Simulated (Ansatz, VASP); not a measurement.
N: VASP beside Ansatz

```
N
1.0
     4.08406    0.00000    0.00000
     0.00000    4.08406    0.00000
     0.00000    0.00000    5.34591
N
4
Cartesian
  3.6931 3.6931 0.0000
  2.4330 1.6511 2.6730
  0.3909 0.3909 0.0000
  1.6511 2.4330 2.7531
```

Alike in both runs: task single point; functional r2SCAN; k mesh 3 × 3 × 2; no spin polarisation.

```csv
,VASP,Ansatz
version,VASP 6.6.1,Ansatz 0.2.0
potentials or method,"VASP PAW PBE potentials, release 64 (N)","plane waves, PAW"
plane-wave cutoff (eV),520,500
occupations,"gaussian, width 0.01 eV",fixed
valence electrons in the cell,20,20
```

Ansatz gave:

* rms of the force components (eV/Å): 1.170

**Question.** What did VASP give for the same quantities?

**Answer.** rms of the force components (eV/Å): 0.140.

VASP's potentials were made for PBE, not for r2SCAN. Atom by atom the forces differ by 1.125 eV/Å (rms over components). One of these differences is far larger than is usual between the two programs; its cause wasn't traced.

The k mesh is coarse, so the values compare programs but aren't converged. Noted on VASP's run: the standard files for N, O and F lose accuracy on very short bonds.
